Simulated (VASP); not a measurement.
Crystal: As2Se.

```
As Se
1.0
     0.00000    3.17237    3.17237
     3.17237    0.00000    3.17237
     3.17237    3.17237    0.00000
As Se
2 1
Direct
  0.25000 0.25000 0.25000
  0.75000 0.75000 0.75000
  0.00000 0.00000 0.00000
```

| Quantity | Value |
| --- | --- |
| Program | VASP 6.6.1 |
| Task | relaxation of cell and atoms |
| Functional | PBE |
| Potentials or basis | VASP PAW PBE potentials, release 64 (As, Se) |
| Cutoff | 600 eV |
| k mesh | 6 × 6 × 6 |
| Occupations | gaussian, width 0.1 eV |
| Spin | no spin polarisation |

At the start: pressure 6.9 GPa; volume 21.28 Å³/atom.

How do energy, volume and symmetry change on relaxing?

Over 3 steps the energy falls by 40.6 meV/atom and the volume is 23.33 Å³/atom (+9.6 %); space group Fm-3m (No. 225, to 0.05 Å).

Step by step:
```
step  energy change (eV)  largest force (eV/Å)  pressure (GPa)  volume (Å³)
   1              0.0000                0.0000            6.87        63.85
   2             -0.1037                0.0000           -2.12        72.66
   3             -0.1218                0.0000            0.02        69.99
```

Final structure:
```xyz
3
Lattice="0.0000 3.2709 3.2709 3.2709 0.0000 3.2709 3.2709 3.2709 0.0000" Properties=species:S:1:pos:R:3 pbc="T T T"
As    1.6354    1.6354    1.6354
As    4.9063    4.9063    4.9063
Se    0.0000    0.0000    0.0000
```
